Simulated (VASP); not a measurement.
Wanted: the native input for a VASP 6.6.1 run.

```yaml
Task: relaxation of cell and atoms
Functional: LDA
Potentials_or_basis: VASP PAW LDA potentials, release 64 (Cd, Se)
Cutoff: 600 eV
k_mesh: 12 × 12 × 6
Occupations: fermi-dirac, width 0.1 eV
Spin: no spin polarisation
Dipole_correction: no
Further_INCAR_settings: ALGO = Normal; EDIFF = 1e-07; IBRION = 2; EDIFFG = -0.002; NSW = 100; ISIF = 3
```

The structure of CdSe lies in POSCAR:

```
CdSe
1.0
    4.3000000000      0.0000000000      0.0000000000
   -2.1500000000      3.7239092363      0.0000000000
    0.0000000000      0.0000000000      7.0200000000
Cd Se
2 2
Direct
    0.3333333333      0.6666666667      0.0000000000
    0.6666666667      0.3333333333      0.5000000000
    0.3333333333      0.6666666667      0.3850000000
    0.6666666667      0.3333333333      0.8850000000
```

The input as run:

INCAR

```
SYSTEM = CdSe
  ALGO = Normal
  EDIFF = 1E-7
  EDIFFG = -0.002
  ENCUT = 600
  IBRION = 2
  ISIF = 3
  ISMEAR = -1
  LASPH = .True.
  LCHARG = .False.
  LREAL = .False.
  LWAVE = .False.
  NELM = 60
  NSW = 100
  PREC = Accurate
  SIGMA = 0.1
```

KPOINTS

```
k-points
0
Gamma
  12 12 6
  0 0 0
```

Potentials or basis: VASP PAW LDA potentials, release 64 (Cd, Se).

Launch:

```sh
$ cat potpaw_LDA.64/Cd/POTCAR potpaw_LDA.64/Se/POTCAR > POTCAR
$ mpirun -np 1 vasp_std > vasp.out
```

Results of the run:

```yaml
Relaxed_volume: 27.32 Å³/atom
Relaxed_cell: a = 4.258 Å, b = 4.258 Å, c = 6.961 Å, α = 90.00°, β = 90.00°, γ = 120.00°
Space_group_after_relaxing_to_0.1_Å: P6_3mc (No. 186)
Energy_gained_by_relaxing: 8.4 meV/atom
Ionic_steps: 14
Pressure_after_relaxing: 0.0 GPa
Band_gap_on_the_k_mesh: 0.48 eV
```

Caveat: semilocal functionals underestimate gaps, and a narrow one can read as zero.

Run time: 11 min on 1 thread of Intel(R) Xeon(R) 6975P-C (Granite Rapids) (shared host), peak memory 0.36 GiB.
